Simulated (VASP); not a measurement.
# Si3Ge (R-3m) in VASP: further runs, part 2 of 2

VASP 6.6.1.

## (3) Single point, PBE

This run uses another cell than the first one, of 16.50 Å³/atom.

Contents of INCAR:

```
SYSTEM = Si3Ge
ALGO = Normal
EDIFF = 1E-7
ENCUT = 520
GGA = PE
ISIF = 2
ISMEAR = 0
LASPH = .True.
LCHARG = .False.
LREAL = .False.
LWAVE = .False.
NBANDS = 21
NELM = 80
PREC = Accurate
SIGMA = 0.1
```

Contents of KPOINTS:

```
k-points
0
Gamma
  6 6 6
  0 0 0
```

Contents of POSCAR:

```
Si3Ge
1.0
    1.3339270773      0.7701431553     10.7080919278
   -1.3339270773      0.7701431553     10.7080919278
    0.0000000000     -1.5402863163     10.7080919274
Si Ge
3 1
Direct
    0.7525262924      0.7525262924      0.7525262924
    0.2474737076      0.2474737076      0.2474737076
    0.5000000000      0.5000000000      0.5000000000
    0.0000000000      0.0000000000      0.0000000000
```

Potentials or basis: VASP PAW PBE potentials, release 64 (Si, Ge_d).

The run is started by

```
> cat potpaw_PBE.64/Si/POTCAR potpaw_PBE.64/Ge_d/POTCAR > POTCAR
> mpirun -np 1 vasp_std > vasp.out
```

OUTCAR:

```text
SYSTEM = Si3Ge
   EDIFF = 1E-7
   ENCUT = 520
   GGA = PE
   ISIF = 2
   ISMEAR = 0
   LASPH = .True.
   LREAL = .False.
   NELM = 80
   PREC = Accurate

 ion  position               nearest neighbor table
   1  0.753  0.753  0.753-   3 3.02   3 3.02   3 3.02
   2  0.247  0.247  0.247-   3 3.02   3 3.02   3 3.02
   3  0.500  0.500  0.500-   2 3.02   2 3.02   1 3.02   1 3.02   2 3.02   1 3.02
   4  0.000  0.000  0.000-

  LATTYP: Found a trigonal (rhomboedric) cell.
 ALAT       =    10.8183046112
 COS(alpha) =     0.9695928469

  Lattice vectors:

 A1 = (   1.3339270773,   0.7701431553,  10.7080919278)
 A2 = (  -1.3339270773,   0.7701431553,  10.7080919278)
 A3 = (   0.0000000000,  -1.5402863163,  10.7080919274)

Analysis of symmetry for initial positions (statically):
=====================================================================
 Subroutine PRICEL returns:
 Original cell was already a primitive cell.

 Routine SETGRP: Setting up the symmetry group for a
 trigonal (rhombohedral) supercell.

 Subroutine GETGRP returns: Found 12 space group operations
 (whereof 12 operations were pure point group operations)
 out of a pool of 12 trial point group operations.

The static configuration has the point symmetry D_3d.

Analysis of symmetry for dynamics (positions and initial velocities):
=====================================================================
 Subroutine PRICEL returns:
 Original cell was already a primitive cell.

 Routine SETGRP: Setting up the symmetry group for a
 trigonal (rhombohedral) supercell.

 Subroutine GETGRP returns: Found 12 space group operations
 (whereof 12 operations were pure point group operations)
 out of a pool of 12 trial point group operations.

The dynamic configuration has the point symmetry D_3d.

 Subroutine INISYM returns: Found 12 space group operations
 (whereof 12 operations are pure point group operations),
 and found     1 'primitive' translations

----------------------------------------------------------------------------------------

                                     Primitive cell

  volume of cell :      66.0035

  direct lattice vectors                    reciprocal lattice vectors
     1.333927077  0.770143155 10.708091928     0.374833084  0.216409982  0.031129106
    -1.333927077  0.770143155 10.708091928    -0.374833084  0.216409982  0.031129106
     0.000000000 -1.540286316 10.708091927     0.000000000 -0.432819964  0.031129106

  length of vectors
    10.818304611 10.818304611 10.818304611     0.433937947  0.433937947  0.433937947

  position of ions in fractional coordinates (direct lattice)
     0.752526292  0.752526292  0.752526292
     0.247473708  0.247473708  0.247473708
     0.500000000  0.500000000  0.500000000
     0.000000000  0.000000000  0.000000000

  ion indices of the primitive-cell ions
   primitive index   ion index
                 1           1
                 2           2
                 3           3
                 4           4

----------------------------------------------------------------------------------------

 KPOINTS: k-points

Automatic generation of k-mesh.
 Grid dimensions read from file:
 generate k-points for:    6    6    6

 Generating k-lattice:

  Cartesian coordinates                     Fractional coordinates (reciprocal lattice)
     0.062472181  0.036068330  0.005188184     0.166666667 -0.000000000  0.000000000
    -0.062472181  0.036068330  0.005188184    -0.000000000  0.166666667  0.000000000
     0.000000000 -0.072136661  0.005188184     0.000000000  0.000000000  0.166666667

  Length of vectors
     0.072322991  0.072322991  0.072322991

  Shift w.r.t. Gamma in fractional coordinates (k-lattice)
     0.000000000  0.000000000  0.000000000

 Subroutine IBZKPT returns following result:
 ===========================================

 Found     32 irreducible k-points:

 Following reciprocal coordinates:
            Coordinates               Weight
  0.000000  0.000000  0.000000      1.000000
  0.166667  0.000000  0.000000      6.000000
  0.333333  0.000000 -0.000000      6.000000
  0.500000  0.000000  0.000000      3.000000
  0.166667  0.166667 -0.000000      6.000000
  0.333333  0.166667  0.000000     12.000000
[... 16 lines left out ...]
  0.500000  0.500000  0.166667      6.000000
 -0.333333  0.500000  0.166667     12.000000
 [... further k-points ...]
   k-points           NKPTS =     32   k-points in BZ     NKDIM =     32   number of bands    NBANDS=     21
   number of dos      NEDOS =    301   number of ions     NIONS =      4
   total plane-waves  NPLWV = 512000
   dimension x,y,z NGX =    80 NGY =   80 NGZ =   80
   dimension x,y,z NGXF=   160 NGYF=  160 NGZF=  160
   ions per type =               3   1
   NGX,Y,Z   is equivalent  to a cutoff of  12.29, 12.29, 12.29 a.u.
   NGXF,Y,Z  is equivalent  to a cutoff of  24.59, 24.59, 24.59 a.u.
 SYSTEM =  Si3Ge
   PREC   = accura    normal or accurate (medium, high low for compatibility)
   ISTART =      0    job   : 0-new  1-cont  2-samecut
   ICHARG =      2    charge: 1-file 2-atom 10-const
   ISPIN  =      1    spin polarized calculation?
   LNONCOLLINEAR =      F non collinear calculations
   LSORBIT =      F    spin-orbit coupling
   LASPH  =      T    aspherical Exc in radial PAW
   ENCUT  =  520.0 eV  38.22 Ry    6.18 a.u.  20.11 20.11 20.11*2*pi/ulx,y,z
   NELM   =     80;   NELMIN=  2; NELMDL= -5     # of ELM steps
   EDIFF  = 0.1E-06   stopping-criterion for ELM
   LREAL  =      F    real-space projection
   EDIFFG = 0.1E-05   stopping-criterion for IOM
   NSW    =      0    number of steps for IOM
   IBRION =     -1    ionic relax: 0-MD 1-quasi-New 2-CG
   NFREE  =      0    steps in history (QN), initial steepest desc. (CG)
   ISIF   =      2    stress and relaxation
   ISYM   =      2    0-nonsym 1-usesym 2-fastsym
   POTIM  = 0.5000    time-step for ionic-motion
   TEBEG  =    0.0;   TEEND  =   0.0 temperature during run
   PSTRESS=    0.0 pullay stress
   NELECT =      26.0000    total number of electrons
   NUPDOWN=      -1.0000    fix difference up-down
   EMIN   =  10.00;   EMAX   =-10.00  energy-range for DOS
   EFERMI =   0.00;   METHOD = LEGACY
   ISMEAR =     0;   SIGMA  =   0.10  broadening in eV -4-tet -1-fermi 0-gaus
   EFERMI_NEDOS =   21; number of points for ismear=-14 and -15
   IALGO  =     38    algorithm
   IMIX   =      4    mixing-type and parameters
     AMIX     =   0.40;   BMIX     =  1.00
     AMIX_MAG =   1.60;   BMIX_MAG =  1.00
  volume/ion in A,a.u.               =      16.50       111.35
  Fermi-wavevector in a.u.,A,eV,Ry     =   1.200080  2.267823 19.595013  1.440193
  Thomas-Fermi vector in A             =   2.335926
   LORBIT       =      0    0 simple, 1 ext, 2 COOP (PROOUT), +10 PAW based schemes
   GGA     = PE    functional components
   LHFCALC =     F    Hartree Fock is set to
   AEXX    =    0.0000 exact exchange contribution
   IVDW    =     0    specifies the selected vdW correction
   LEPSILON=     F    determine dielectric tensor
   LRPA    =     F    only Hartree local field effects (RPA)
 non-spin polarized calculation
 Gauss-broadening in eV      SIGMA  =   0.10
  energy-cutoff  :      520.00
  volume of cell :       66.00
 maximum number of plane-waves:      1807
   NGX = 41   NGY = 41   NGZ = 41

 number of electron      25.9999992 magnetization

 Free energy of the ion-electron system (eV)
  ---------------------------------------------------
  ext. energy  EPLUGINS =         0.00000000
  ---------------------------------------------------
  free energy    TOTEN  =       -18.57620168 eV

  energy without entropy =      -18.56728507  energy(sigma->0) =      -18.57174337

 E-fermi :   8.5904     XC(G=0): -10.9604

 val. band max:        8.4311674296   @ k =   0.3333   0.0000  -0.0000
 cond. band min:       8.5919493472   @ k =  -0.3333  -0.3333   0.1667
 fundamental gap:      0.1607819176
 Fermi energy:         8.5903652415

 k-point     1 :       0.0000    0.0000    0.0000
  band No.  band energies     occupation
      1     -16.4671      2.00000
      2     -16.4186      2.00000
      3     -16.4186      2.00000
      4     -16.2800      2.00000
      5     -16.2800      2.00000
      6      -5.2886      2.00000
[... 550 lines left out ...]
      5     -16.2290      2.00000
      6       0.2898      2.00000
[... 13 lines left out ...]
     20      12.1132      0.00000
     21      13.7178      0.00000

 [... further k-points ...]

------------------------ aborting loop because EDIFF is reached ----------------------------------------

  FORCE on cell =-STRESS in cart. coord.  units (eV):
  Direction    XX          YY          ZZ          XY          YZ          ZX
  --------------------------------------------------------------------------------------
  -------------------------------------------------------------------------------------
  Total       -0.0036380     -0.0036380      0.1527564      0.0000000     -0.0000000      0.0000000
  in kB       -0.0883095     -0.0883095      3.7080300      0.0000000     -0.0000000      0.0000000
  external PRESSURE =       1.1771370 kB  Pullay stress =       0.0000000 kB

 VOLUME and BASIS-vectors are now :
 -----------------------------------------------------------------------------
  energy-cutoff  :      520.00
  volume of cell :       66.00
      direct lattice vectors                 reciprocal lattice vectors
     1.333927077  0.770143155 10.708091928     0.374833084  0.216409982  0.031129106
    -1.333927077  0.770143155 10.708091928    -0.374833084  0.216409982  0.031129106
     0.000000000 -1.540286316 10.708091927     0.000000000 -0.432819964  0.031129106

 POSITION                                       TOTAL-FORCE (eV/Angst)
 -----------------------------------------------------------------------------------
      0.00000     -0.00000     24.17436         0.000000     -0.000000      0.008059
      0.00000     -0.00000      7.94991         0.000000      0.000000     -0.008059
      0.00000     -0.00000     16.06214         0.000000      0.000000     -0.000000
      0.00000      0.00000      0.00000         0.000000      0.000000      0.000000
 -----------------------------------------------------------------------------------
    total drift:                                0.000000     -0.000000     -0.000000

  FREE ENERGIE OF THE ION-ELECTRON SYSTEM (eV)
  ---------------------------------------------------
  free  energy   TOTEN  =       -18.5762016790 eV

  energy  without entropy=      -18.5672850664  energy(sigma->0) =      -18.57174337
```

OSZICAR:

```text
N       E                     dE             d eps       ncg     rms          rms(c)
DAV:   1     0.145634708581E+03    0.14563E+03   -0.12003E+04  1698   0.218E+03
DAV:   2     0.118471579993E+01   -0.14445E+03   -0.13725E+03  1507   0.547E+02
DAV:   3    -0.181197637703E+02   -0.19304E+02   -0.18971E+02  1677   0.989E+01
DAV:   4    -0.186735326582E+02   -0.55377E+00   -0.55249E+00  1693   0.169E+01
DAV:   5    -0.186848433657E+02   -0.11311E-01   -0.11308E-01  1763   0.284E+00    0.433E+00
DAV:   6    -0.186093772511E+02    0.75466E-01   -0.96632E-02  1929   0.258E+00    0.244E+00
DAV:   7    -0.185769747985E+02    0.32402E-01   -0.59809E-02  1674   0.143E+00    0.280E-01
DAV:   8    -0.185762642538E+02    0.71054E-03   -0.75661E-03  1713   0.486E-01    0.157E-01
DAV:   9    -0.185762316952E+02    0.32559E-04   -0.56139E-04  1697   0.185E-01    0.106E-01
DAV:  10    -0.185762102323E+02    0.21463E-04   -0.10572E-04  1816   0.123E-01    0.252E-02
DAV:  11    -0.185762019004E+02    0.83320E-05   -0.18992E-05  1890   0.526E-02    0.640E-03
DAV:  12    -0.185762018661E+02    0.34242E-07   -0.26884E-06  1939   0.172E-02    0.245E-03
DAV:  13    -0.185762016990E+02    0.16713E-06   -0.14627E-07  1137   0.456E-03    0.111E-03
DAV:  14    -0.185762016790E+02    0.19982E-07   -0.35286E-08  1012   0.142E-03
   1 F= -.18576202E+02 E0= -.18571743E+02  d E =-.891661E-02
```

It took 6.2 min on 1 thread of Intel Xeon 6975P-C (Granite Rapids), shared host; peak memory 0.9 GiB.

What came out:

```
Free energy            : -18.5762 eV
Pressure               : 0.1 GPa
Largest force          : 0.008 eV/Å
Band gap on the k mesh : zero (bands 13 and 14 overlap by 7.55 eV)
```

Forces in eV/Å, atoms in the order of the input:
```
Si   0.000  0.000  0.008
Si   0.000  0.000 -0.008
Si   0.000  0.000  0.000
Ge   0.000  0.000  0.000
```

Levels at points of the mesh, in eV from the Fermi level:
| k point | band 11 | band 12 | band 13 | band 14 | band 15 | band 16 |
| --- | --- | --- | --- | --- | --- | --- |
| (0.00, 0.00, 0.00) | -2.08 | -1.99 | 4.91 | 7.53 | 10.35 | 10.35 |
| (0.50, 0.00, 0.00) | -5.32 | -3.67 | -3.50 | -0.17 | 0.01 | 3.06 |
| (0.50, 0.50, 0.00) | -4.93 | -3.93 | -3.93 | 0.51 | 0.61 | 1.20 |
| (0.50, 0.50, 0.50) | -5.08 | 1.47 | 1.99 | 10.35 | 10.35 | 10.38 |

Caveat: the k points lie up to 0.45 Å⁻¹ apart, too coarse for converged energies and pressures of a metal.

## (4) Relaxation of cell and atoms, PBE

Contents of INCAR:

```
PREC = Accurate ; ENCUT = 600
EDIFF = 1E-6 ; ISMEAR = 0
SIGMA = 0.1 ; LREAL = False
LASPH = True ; NELM = 60
ALGO = Normal ; ISIF = 3
LWAVE = False ; LCHARG = False
GGA = PE ; IBRION = 2
NSW = 90 ; EDIFFG = -0.04
```

Contents of KPOINTS:

```
Automatic mesh
0
Gamma
  6 6 6
```

Contents of POSCAR:

```
Si3Ge
1.0
    1.4206109000      0.8201900800      9.2793915200
   -1.4206109000      0.8201900800      9.2793915200
    0.0000000000     -1.6403801700      9.2793915200
Si Ge
3 1
Direct
    0.7500000000      0.7500000000      0.7500000000
    0.2500000000      0.2500000000      0.2500000000
    0.5000000000      0.5000000000      0.5000000000
    0.0000000000      0.0000000000      0.0000000000
```

The run is started by

```
> cat potpaw_PBE.64/Si/POTCAR potpaw_PBE.64/Ge_d/POTCAR > POTCAR
> mpirun -np 1 vasp_std > vasp.out
```

Wall time 25 min (1 thread of Intel Xeon 6975P-C (Granite Rapids), shared host); peak memory 1 GiB.

Results (log left out):

```yaml
Free_energy: -18.4820 eV
Relaxed_volume: 16.16 Å³/atom
Relaxed_cell: a = 10.055 Å, b = 10.055 Å, c = 10.055 Å, α = 15.67°, β = 15.67°, γ = 15.67°
Space_group_after_relaxing_to_0.1_Å: R-3m (No. 166)
Energy_gained_by_relaxing: 56.5 meV/atom
Ionic_steps: 9
Pressure_after_relaxing: 0.0 GPa
Largest_force_after_relaxing: 0.034 eV/Å
```

Forces in eV/Å, atoms in the order of the input:
```
Si   0.000  0.000 -0.034
Si   0.000  0.000  0.034
Si   0.000  0.000  0.000
Ge   0.000  0.000  0.000
```

Stress tensor (GPa, compression positive):
```
-0.07  0.00  0.00
 0.00 -0.07  0.00
 0.00  0.00  0.06
```

Step by step:
```csv
step,energy change (eV),largest force (eV/Å),pressure (GPa),volume (Å³)
1,0.0000,0.5355,0.42,64.87
2,-0.0428,0.5235,-2.14,65.27
3,-0.1447,0.3198,-2.48,66.40
4,-0.1667,0.0809,-2.20,68.45
5,-0.1962,0.1330,-2.73,67.53
6,-0.2150,0.0214,-0.74,65.56
7,-0.2152,0.0309,-0.75,65.70
8,-0.2244,0.0002,-0.39,65.03
9,-0.2259,0.0340,-0.02,64.64
```

Final structure:
```yaml
crystal:
  lattice:
    - [1.37087, 0.79147, 9.92979]
    - [-1.37087, 0.79147, 9.92979]
    - [0.00000, -1.58294, 9.92979]
  atoms:
    - { symbol: Si, position: [0.75775, 0.75775, 0.75775] }
    - { symbol: Si, position: [0.24225, 0.24225, 0.24225] }
    - { symbol: Si, position: [0.50000, 0.50000, 0.50000] }
    - { symbol: Ge, position: [0.00000, 0.00000, 0.00000] }
```

Levels at points of the mesh, in eV from the Fermi level:
```tsv
k point	band 9	band 10	band 11	band 12	band 13	band 14	band 15	band 16
(0.00, 0.00, 0.00)	-8.72	-6.55	-0.61	-0.24	7.91	8.72	8.72	9.26
(0.50, 0.00, 0.00)	-6.08	-5.60	-5.15	-2.88	-2.56	-0.23	0.31	3.74
(0.50, 0.50, 0.00)	-6.19	-5.04	-5.00	-3.25	-3.12	0.80	0.87	2.10
(0.50, 0.50, 0.50)	-9.79	-4.55	-3.88	3.36	4.69	8.71	8.71	9.22
```

Caveat: the k points lie up to 0.44 Å⁻¹ apart in the final cell; the highest band is partly filled, so the run has too few bands.

## (5) Single point, PBE

This run uses another cell than the first one, of 15.99 Å³/atom.

Contents of INCAR:

```
SYSTEM = Si3Ge
ALGO     = Normal         ! electronic algorithm
EDIFF    = 1E-7           ! SCF threshold, eV
ENCUT    = 520            ! plane-wave cutoff, eV
GGA      = PE             ! functional
ISIF     = 2              ! what is computed and relaxed
ISMEAR   = 0              ! smearing method
LASPH    = .TRUE.         ! aspherical terms in the spheres
LCHARG   = .TRUE.         ! write CHGCAR
LELF     = .TRUE.         ! ELF
LREAL    = .FALSE.        ! projectors in reciprocal space
LVHAR    = .TRUE.       
LWAVE    = .FALSE.        ! write WAVECAR
NBANDS   = 21             ! bands
NELM     = 100            ! most SCF steps
PREC     = Accurate       ! precision mode
SIGMA    = 0.1            ! smearing width, eV
```

Contents of KPOINTS:

```
k-points
0
G
  18 18 18
  0 0 0
```

Contents of POSCAR:

```
Si3Ge
1.0
    1.4122772200      0.8153786332      9.2554267898
   -1.4122772200      0.8153786332      9.2554267898
    0.0000000000     -1.6307572663      9.2554267898
Si Ge
3 1
Direct
    0.7567461600      0.7567461600      0.7567461600
    0.2432538400      0.2432538400      0.2432538400
    0.5000000000      0.5000000000      0.5000000000
    0.0000000000      0.0000000000      0.0000000000
```

The run is started by

```
> cat potpaw_PBE.64/Si/POTCAR potpaw_PBE.64/Ge_d/POTCAR > POTCAR
> mpirun -np 1 vasp_std > vasp.out
```

Run time: 67 min. Hardware: 1 thread of Intel Xeon 6975P-C (Granite Rapids), shared host; peak memory 1.2 GiB.

Results (log left out):

* Free energy: -18.6794 eV
* Pressure: 0.0 GPa
* Largest force: 0.004 eV/Å
* Band gap on the k mesh: zero (bands 13 and 14 overlap by 9.99 eV)

Forces on the atoms (eV/Å):
```
Si   0.000  0.000  0.004
Si   0.000  0.000 -0.004
Si   0.000  0.000  0.000
Ge   0.000  0.000  0.000
```

Levels at points of the mesh, in eV from the Fermi level:
```csv
k point,band 11,band 12,band 13,band 14,band 15,band 16
"(0.00, 0.00, 0.00)",1.08,1.40,7.29,7.29,7.95,7.95
"(0.50, 0.00, 0.00)",-5.14,-2.44,-2.04,-0.11,0.55,2.71
"(0.50, 0.50, 0.00)",-4.96,-3.00,-2.86,1.18,1.23,2.62
"(0.50, 0.50, 0.50)",-2.86,5.67,6.79,7.28,7.28,7.87
```

## (6) Summary

```tsv
task	cell	k mesh	cutoff (eV)	gap on the mesh (eV)	pressure (GPa)	largest force (eV/Å)
single point	a = 9.423 Å, angles 17.3°, 4 atoms, atomic positions A	6 × 6 × 6	520	none	-1.8	0.54
single point	a = 10.818 Å, angles 14.2°, 4 atoms, atomic positions B	6 × 6 × 6	520	none	0.1	0.01
relaxation of cell and atoms	relaxed from a = 9.423 Å, angles 17.3°, 4 atoms, atomic positions A	6 × 6 × 6	600	-	0.0	0.03
single point	a = 9.398 Å, angles 17.3°, 4 atoms, atomic positions C	18 × 18 × 18	520	none	0.0	-
```

Alike in all rows: level PBE; potentials or basis VASP PAW PBE potentials, release 64 (Si, Ge_d); no spin polarisation; smearing gaussian 0.1 eV.

Caveats: some runs use coarse meshes; the highest band is partly filled, so the run has too few bands (at least some runs).

Total energies depend on the potentials used, so only differences within one code and one set of settings carry meaning.

The gap in the log of VASP goes by the Fermi energy; the results here count the filled bands.